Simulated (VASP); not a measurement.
# Sc in VASP: single point with revPBE

Aim: the single point of Sc with revPBE.

Everything below comes from runs of VASP 6.6.1. Logs are shortened: lines on timing, memory, paths and dates and some standing lists are left out, and cuts for length are marked.

### 1 The cell of the first run

The typed cell holds 2 atoms: a = 4.275 Å, b = 4.275 Å, c = 4.275 Å, α = 97.52°, β = 97.52°, γ = 137.59°.

### 2 Single point, revPBE (24.57 Å³/atom)

INCAR

```
PREC = Accurate ; ENCUT = 520
EDIFF = 1E-6 ; ISMEAR = -1
SIGMA = 0.1 ; LREAL = False
LASPH = True ; NELM = 100
ALGO = Normal ; ISIF = 2
LWAVE = False ; LCHARG = False
GGA = RE ; NBANDS = 18
```

KPOINTS

```
Automatic mesh
0
Gamma
  13 13 9
```

POSCAR

```
Sc
1.0
   -2.8184811714      2.8183737408      1.5462942618
    2.8183737408     -2.8184811714      1.5462942618
    2.8184943351      2.8184943351     -1.5464910212
Sc
2
Direct
    0.9999997573      0.0000002427      0.0000000000
    0.7500002427      0.2499997573      0.5000000000
```

Potentials or basis: VASP PAW PBE potentials, release 64 (Sc_sv).

Run with:

```console
$ cat potpaw_PBE.64/Sc_sv/POTCAR > POTCAR
$ mpirun -np 1 vasp_std > vasp.out
```

OUTCAR:

```text
PREC = Accurate
   ENCUT = 520
   EDIFF = 1E-6
   ISMEAR = -1
   LREAL = False
   LASPH = True
   NELM = 100
   ISIF = 2
   GGA = RE

 ion  position               nearest neighbor table
   1  1.000  0.000  0.000-   2 2.92   2 2.92   2 2.92   2 2.92
   2  0.750  0.250  0.500-   1 2.92   1 2.92   1 2.92   1 2.92

  Warning from LATTYP: Got some problem with cell dimensions!
  Tried to take original basis but could not verify dimensions!
  LATTYP: Found a base centered monoclinic cell.
 ALAT       =     3.0925885273
 B/A-ratio  =     2.5776842265
 C/A-ratio  =     1.3823901669
 COS(beta)  =    -0.3616005609

  Lattice vectors:

 A1 = (   2.8184811714,  -2.8183737408,  -1.5462942618)
 A2 = (  -2.8183737408,   2.8184811714,  -1.5462942618)
 A3 = (   2.8183869045,   2.8183869045,   1.5460975024)

Analysis of symmetry for initial positions (statically):
=====================================================================
 Subroutine PRICEL returns:
 Original cell was already a primitive cell.

 Routine SETGRP: Setting up the symmetry group for a
 base centered monoclinic supercell.

 Subroutine GETGRP returns: Found  4 space group operations
 (whereof  2 operations were pure point group operations)
 out of a pool of  4 trial point group operations.

The static configuration has the point symmetry C_2 .
 The point group associated with its full space group is C_2h.

Analysis of symmetry for dynamics (positions and initial velocities):
=====================================================================
 Subroutine PRICEL returns:
 Original cell was already a primitive cell.

 Routine SETGRP: Setting up the symmetry group for a
 base centered monoclinic supercell.

 Subroutine GETGRP returns: Found  4 space group operations
 (whereof  2 operations were pure point group operations)
 out of a pool of  4 trial point group operations.

The dynamic configuration has the point symmetry C_2 .
 The point group associated with its full space group is C_2h.

 Subroutine INISYM returns: Found  4 space group operations
 (whereof  2 operations are pure point group operations),
 and found     1 'primitive' translations

----------------------------------------------------------------------------------------

                                     Primitive cell

  volume of cell :      49.1324

  direct lattice vectors                    reciprocal lattice vectors
    -2.818481171  2.818373741  1.546294262     0.000010873  0.177414765  0.323359882
     2.818373741 -2.818481171  1.546294262     0.177414765  0.000010873  0.323359882
     2.818494335  2.818494335 -1.546491021     0.177403064  0.177403064  0.000012325

  length of vectors
     4.275288598  4.275288598  4.275447943     0.368832770  0.368832770  0.250885819

  position of ions in fractional coordinates (direct lattice)
     0.999999757  0.000000243  1.000000000
     0.750000243  0.249999757  0.500000000

  ion indices of the primitive-cell ions
   primitive index   ion index
                 1           1
                 2           2

----------------------------------------------------------------------------------------

 KPOINTS: Automatic mesh

Automatic generation of k-mesh.
 Grid dimensions read from file:
 generate k-points for:   13   13    9

 Generating k-lattice:

  Cartesian coordinates                     Fractional coordinates (reciprocal lattice)
     0.000000836  0.013647290  0.024873837     0.076923077 -0.000000000  0.000000000
     0.013647290  0.000000836  0.024873837    -0.000000000  0.076923077  0.000000000
     0.019711452  0.019711452  0.000001369    -0.000000000 -0.000000000  0.111111111

  Length of vectors
     0.028371752  0.028371752  0.027876202

  Shift w.r.t. Gamma in fractional coordinates (k-lattice)
     0.000000000  0.000000000  0.000000000

 Subroutine IBZKPT returns following result:
 ===========================================

 Found    413 irreducible k-points:

 Following reciprocal coordinates:
            Coordinates               Weight
  0.000000  0.000000  0.000000      1.000000
  0.076923  0.000000 -0.000000      4.000000
  0.153846  0.000000  0.000000      4.000000
  0.230769  0.000000  0.000000      4.000000
  0.307692  0.000000  0.000000      4.000000
  0.384615  0.000000 -0.000000      4.000000
[... 16 lines left out ...]
  0.384615  0.153846  0.000000      4.000000
  0.461538  0.153846 -0.000000      4.000000
 [... further k-points ...]
   k-points           NKPTS =    413   k-points in BZ     NKDIM =    413   number of bands    NBANDS=     18
   number of dos      NEDOS =    301   number of ions     NIONS =      2
   total plane-waves  NPLWV =  32768
   dimension x,y,z NGX =    32 NGY =   32 NGZ =   32
   dimension x,y,z NGXF=    64 NGYF=   64 NGZF=   64
   ions per type =               2
   NGX,Y,Z   is equivalent  to a cutoff of  12.44, 12.44, 12.44 a.u.
   NGXF,Y,Z  is equivalent  to a cutoff of  24.89, 24.89, 24.89 a.u.
 SYSTEM =  unknown system
   PREC   = accura    normal or accurate (medium, high low for compatibility)
   ISTART =      0    job   : 0-new  1-cont  2-samecut
   ICHARG =      2    charge: 1-file 2-atom 10-const
   ISPIN  =      1    spin polarized calculation?
   LNONCOLLINEAR =      F non collinear calculations
   LSORBIT =      F    spin-orbit coupling
   LASPH  =      T    aspherical Exc in radial PAW
   ENCUT  =  520.0 eV  38.22 Ry    6.18 a.u.   7.95  7.95  7.95*2*pi/ulx,y,z
   NELM   =    100;   NELMIN=  2; NELMDL= -5     # of ELM steps
   EDIFF  = 0.1E-05   stopping-criterion for ELM
   LREAL  =      F    real-space projection
   EDIFFG = 0.1E-04   stopping-criterion for IOM
   NSW    =      0    number of steps for IOM
   IBRION =     -1    ionic relax: 0-MD 1-quasi-New 2-CG
   NFREE  =      0    steps in history (QN), initial steepest desc. (CG)
   ISIF   =      2    stress and relaxation
   ISYM   =      2    0-nonsym 1-usesym 2-fastsym
   POTIM  = 0.5000    time-step for ionic-motion
   TEBEG  =    0.0;   TEEND  =   0.0 temperature during run
   PSTRESS=    0.0 pullay stress
   NELECT =      22.0000    total number of electrons
   NUPDOWN=      -1.0000    fix difference up-down
   EMIN   =  10.00;   EMAX   =-10.00  energy-range for DOS
   EFERMI =   0.00;   METHOD = LEGACY
   ISMEAR =    -1;   SIGMA  =   0.10  broadening in eV -4-tet -1-fermi 0-gaus
   EFERMI_NEDOS =   21; number of points for ismear=-14 and -15
   IALGO  =     38    algorithm
   IMIX   =      4    mixing-type and parameters
     AMIX     =   0.40;   BMIX     =  1.00
     AMIX_MAG =   1.60;   BMIX_MAG =  1.00
  volume/ion in A,a.u.               =      24.57       165.78
  Fermi-wavevector in a.u.,A,eV,Ry     =   1.252448  2.366784 21.342458  1.568626
  Thomas-Fermi vector in A             =   2.386348
   LORBIT       =      0    0 simple, 1 ext, 2 COOP (PROOUT), +10 PAW based schemes
   GGA     = RE    functional components
   LHFCALC =     F    Hartree Fock is set to
   AEXX    =    0.0000 exact exchange contribution
   IVDW    =     0    specifies the selected vdW correction
   LEPSILON=     F    determine dielectric tensor
   LRPA    =     F    only Hartree local field effects (RPA)
 non-spin polarized calculation
  energy-cutoff  :      520.00
  volume of cell :       49.13
 maximum number of plane-waves:      1347
   NGX = 15   NGY = 15   NGZ = 15

 number of electron      22.0000001 magnetization

 Free energy of the ion-electron system (eV)
  ---------------------------------------------------
  ext. energy  EPLUGINS =         0.00000000
  ---------------------------------------------------
  free energy    TOTEN  =       -11.22016266 eV

  energy without entropy =      -11.08830477  energy(sigma->0) =      -11.15423372

 E-fermi :   3.8016     XC(G=0):  -9.7750

 val. band max:        3.8001059827   @ k =  -0.0769   0.2308   0.3333
 cond. band min:       3.8024496340   @ k =  -0.3077   0.1538   0.2222
 fundamental gap:      0.0023436513
 Fermi energy:         3.8016411429

 k-point     1 :       0.0000    0.0000    0.0000
  band No.  band energies     occupation
      1     -45.9396      2.00000
      2     -45.7901      2.00000
      3     -24.7287      2.00000
      4     -24.7287      2.00000
      5     -24.2579      2.00000
      6     -24.2578      2.00000
[... 10 lines left out ...]
     17       6.5660      0.00000
     18       7.7529      0.00000

 k-point     2 :       0.0769    0.0000   -0.0000
  band No.  band energies     occupation
      1     -45.9356      2.00000
      2     -45.7899      2.00000
      3     -24.7270      2.00000
      4     -24.7189      2.00000
      5     -24.2727      2.00000
      6     -24.2563      2.00000
[... 10 lines left out ...]
     17       6.6953      0.00000
     18       7.7272      0.00000

 k-point     3 :       0.1538    0.0000    0.0000
  band No.  band energies     occupation
      1     -45.9243      2.00000
      2     -45.7893      2.00000
      3     -24.7222      2.00000
      4     -24.6918      2.00000
      5     -24.3224      2.00000
      6     -24.2902      2.00000
[... 10 lines left out ...]
     17       6.5215      0.00000
     18       7.6197      0.00000

 k-point     4 :       0.2308    0.0000    0.0000
  band No.  band energies     occupation
      1     -45.9077      2.00000
      2     -45.7892      2.00000
      3     -24.7154      2.00000
      4     -24.6553      2.00000
      5     -24.4011      2.00000
      6     -24.3600      2.00000
[... 375 lines left out ...]
      4     -24.6457      2.00000
      5     -24.5583      2.00000
      6     -24.4980      2.00000
[... 10 lines left out ...]
     17       6.9046      0.00000
     18       7.9272      0.00000

 k-point    23 :       0.3846    0.1538    0.0000
  band No.  band energies     occupation
      1     -45.8576      2.00000
      2     -45.7984      2.00000
      3     -24.7006      2.00000
      4     -24.6352      2.00000
      5     -24.5713      2.00000
      6     -24.4694      2.00000
[... 10 lines left out ...]
     17       6.8374      0.00000
     18       7.6261      0.00000

 k-point    24 :       0.4615    0.1538   -0.0000
  band No.  band energies     occupation
      1     -45.8601      2.00000
      2     -45.8041      2.00000
      3     -24.6984      2.00000
      4     -24.6085      2.00000
      5     -24.5577      2.00000
      6     -24.4277      2.00000
[... 10 lines left out ...]
     17       6.7166      0.00000
     18       7.2684      0.00000

 [... further k-points ...]
[... 5 lines left out ...]
  --------------------------------------------------------------------------------------
  -------------------------------------------------------------------------------------
  Total        0.5300760      0.5300760      0.6810678      0.0002248      0.0003703      0.0003703
  in kB       17.2854568     17.2854568     22.2092079      0.0073320      0.0120742      0.0120743
  external PRESSURE =      18.9267072 kB  Pullay stress =       0.0000000 kB

 VOLUME and BASIS-vectors are now :
 -----------------------------------------------------------------------------
  energy-cutoff  :      520.00
  volume of cell :       49.13
      direct lattice vectors                 reciprocal lattice vectors
    -2.818481171  2.818373741  1.546294262     0.000010873  0.177414765  0.323359882
     2.818373741 -2.818481171  1.546294262     0.177414765  0.000010873  0.323359882
     2.818494335  2.818494335 -1.546491021     0.177403064  0.177403064  0.000012325

 POSITION                                       TOTAL-FORCE (eV/Angst)
 -----------------------------------------------------------------------------------
     -2.81848      2.81837      1.54629         0.000303     -0.000303      0.000000
     -0.00002      2.81841      0.77305        -0.000303      0.000303     -0.000000
 -----------------------------------------------------------------------------------
    total drift:                               -0.000000      0.000000     -0.000000

  FREE ENERGIE OF THE ION-ELECTRON SYSTEM (eV)
  ---------------------------------------------------
  free  energy   TOTEN  =       -11.2201626598 eV

  energy  without entropy=      -11.0883047720  energy(sigma->0) =      -11.15423372
```

Wall time 3.8 min (1 thread of AMD EPYC 7R13 (Zen 3), shared host); peak memory 0.38 GiB.

Results:

```yaml
Free_energy: -11.2202 eV
Pressure: 1.9 GPa
Band_gap_on_the_k_mesh: zero (bands 11 and 12 overlap by 0.85 eV)
```

Levels at points of the mesh, in eV from the Fermi level:
```tsv
k point	band 8	band 9	band 10	band 11	band 12	band 13	band 14	band 15
(0.00, 0.00, 0.00)	-28.02	-5.06	-1.63	-0.08	0.07	0.79	2.74	2.74
```

Caveat: the PAW data sets were made with another functional, which shifts forces and pressure a little.
